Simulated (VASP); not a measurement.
Wanted: the native input for a VASP 6.6.1 run.

- Task: single point
- Functional: LDA
- Potentials or basis: VASP PAW LDA potentials, release 64 (In_d, F_h)
- Cutoff: 1350 eV
- k mesh: 6 × 6 × 6
- Occupations: gaussian, width 0.02 eV
- Spin: no spin polarisation
- Dipole correction: no
- Further INCAR settings: ALGO = Normal; EDIFF = 1e-06; NBANDS = 44

The structure of InF3 lies in POSCAR:

```
InF3
1.0
    2.4308697446      1.4034633014      4.8339358186
   -2.4308697446      1.4034633014      4.8339358186
    0.0000000000     -2.8069266028      4.8339358186
In F
2 6
Direct
    0.0000000000      0.0000000000      0.0000000000
    0.5000000000      0.5000000000      0.5000000000
    0.9289793621      0.5710206379      0.2500000000
    0.2500000000      0.9289793621      0.5710206379
    0.5710206379      0.2500000000      0.9289793621
    0.0710206379      0.4289793621      0.7500000000
    0.7500000000      0.0710206379      0.4289793621
    0.4289793621      0.7500000000      0.0710206379
```

The input as run:

INCAR

```
PREC = Accurate
ENCUT = 1350
EDIFF = 1E-6
ISMEAR = 0
SIGMA = 0.02
LREAL = False
LASPH = True
NELM = 120
ALGO = Normal
ISIF = 2
LWAVE = False
LCHARG = False
GGA = CA
NBANDS = 44
GGA_COMPAT = False
```

KPOINTS

```
regular mesh
0
Gamma
  6 6 6
```

Potentials or basis: VASP PAW LDA potentials, release 64 (In_d, F_h).

Run with:

```console
$ cat potpaw_LDA.64/In_d/POTCAR potpaw_LDA.64/F_h/POTCAR > POTCAR
$ mpirun -np 1 vasp_std > vasp.out
```

It gave:

```json
{
 "Pressure": "4.8 GPa",
 "Largest force": "0.056 eV/Å",
 "Band gap on the k mesh": "4.27 eV"
}
```

Caveat: the cell stands under pressure; spin-orbit coupling is left out, which moves the levels of the heavy elements.

It took 16 min on 1 thread of Intel(R) Xeon(R) Platinum 8259CL CPU @ 2.50GHz (Skylake/Cascade Lake), with other jobs on the host, peak memory 0.78 GiB.
